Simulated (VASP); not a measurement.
MgSn2O3:

```
CELL_PARAMETERS angstrom
2.67381 1.54373 3.86689
-2.67381 1.54373 3.86689
0.00000 -3.08745 3.86689
ATOMIC_POSITIONS crystal
Mg 0.00000 0.00000 0.00000
Sn 0.62922 0.62922 0.62922
Sn 0.37078 0.37078 0.37078
O 0.00000 0.50000 0.00000
O 0.50000 0.00000 0.00000
O 0.00000 0.00000 0.50000
```

The cell was generated, and may not be a known phase.

| Quantity | Value |
| --- | --- |
| Program | VASP 6.6.1 |
| Task | relaxation of cell and atoms |
| Functional | PBE |
| Potentials or basis | VASP PAW PBE potentials, release 64 (Mg, Sn_d, O) |
| Cutoff | 600 eV |
| k mesh | 6 × 6 × 6 |
| Occupations | gaussian, width 0.1 eV |
| Spin | no spin polarisation |

At the start: pressure -9.2 GPa; volume 15.96 Å³/atom.

Q: How do energy, volume and symmetry change on relaxing?

A: Over 15 steps the energy falls by 1267.7 meV/atom and the volume is 15.11 Å³/atom (-5.4 %); space group R-3m (No. 166, to 0.1 Å) before and after.

Step by step:
| step | energy change (eV) | largest force (eV/Å) | pressure (GPa) | volume (Å³) |
| --- | --- | --- | --- | --- |
| 1 | 0.0000 | 0.9165 | -9.22 | 95.77 |
| 2 | -4.1801 | 5.4016 | 0.46 | 82.32 |
| 3 | -4.6168 | 7.5081 | 8.61 | 78.38 |
| 4 | -5.9554 | 5.1851 | 15.19 | 76.40 |
| 5 | -5.9147 | 2.4173 | 24.95 | 74.66 |
| 6 | -6.0621 | 3.8862 | 19.89 | 75.48 |
| 7 | -7.0960 | 1.6651 | 9.19 | 80.97 |
| 8 | -7.4819 | 0.7351 | 3.10 | 85.90 |
| 9 | -7.5419 | 0.0280 | -3.62 | 96.31 |
| 10 | -7.5945 | 0.1562 | -1.74 | 92.56 |
| 11 | -7.5976 | 0.2115 | -1.05 | 91.40 |
| 12 | -7.5974 | 0.1942 | -1.25 | 91.74 |
| 13 | -7.6035 | 0.0686 | -0.49 | 91.14 |
| 14 | -7.6052 | 0.0449 | 0.22 | 90.62 |
| 15 | -7.6061 | 0.0027 | 0.14 | 90.64 |

Final structure:
```yaml
crystal:
  lattice:
    - [2.94846, 1.70229, 3.00991]
    - [-2.94846, 1.70229, 3.00991]
    - [0.00000, -3.40459, 3.00991]
  atoms:
    - { symbol: Mg, position: [0.00000, 0.00000, 0.00000] }
    - { symbol: Sn, position: [0.68333, 0.68333, 0.68333] }
    - { symbol: Sn, position: [0.31667, 0.31667, 0.31667] }
    - { symbol: O, position: [0.00000, 0.50000, 0.00000] }
    - { symbol: O, position: [0.50000, 0.00000, 0.00000] }
    - { symbol: O, position: [0.00000, 0.00000, 0.50000] }
```
